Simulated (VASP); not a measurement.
Be2C: single point with PBEsol

Be2C:

```
C Be
1.0
     0.00000    2.19349    2.19349
     2.19349    0.00000    2.19349
     2.19349    2.19349    0.00000
C Be
1 2
Direct
  0.00000 0.00000 0.00000
  0.75000 0.75000 0.75000
  0.25000 0.25000 0.25000
```

This cell differs from its parent crystal: volume scaled by 1.04.

```json
{
 "Program": "VASP 6.6.1",
 "Task": "single point",
 "Functional": "PBEsol",
 "Potentials or basis": "VASP PAW PBE potentials, release 64 (C, Be)",
 "Cutoff": "600 eV",
 "k mesh": "11 × 11 × 11",
 "Occupations": "fermi-dirac, width 0.05 eV",
 "Spin": "no spin polarisation"
}
```

| Quantity | Value |
| --- | --- |
| Pressure | -9.4 GPa |
| Band gap on the k mesh | 1.14 eV, indirect (least direct gap 4.01 eV) |

Levels at points of the mesh, in eV from the valence-band top:
```csv
k point,band 1,band 2,band 3,band 4,band 5,band 6,band 7,band 8,band 9
"(0.00, 0.00, 0.00)",-14.75,0.00,0.00,0.00,4.01,4.01,4.01,6.27,12.78
```

Wall time 39 s on 1 thread of Intel Xeon 8259CL (shared host), peak memory 0.16 GiB.

Caveat: the PAW data sets were made with another functional, which shifts forces and pressure a little. A k mesh can miss the band edges.
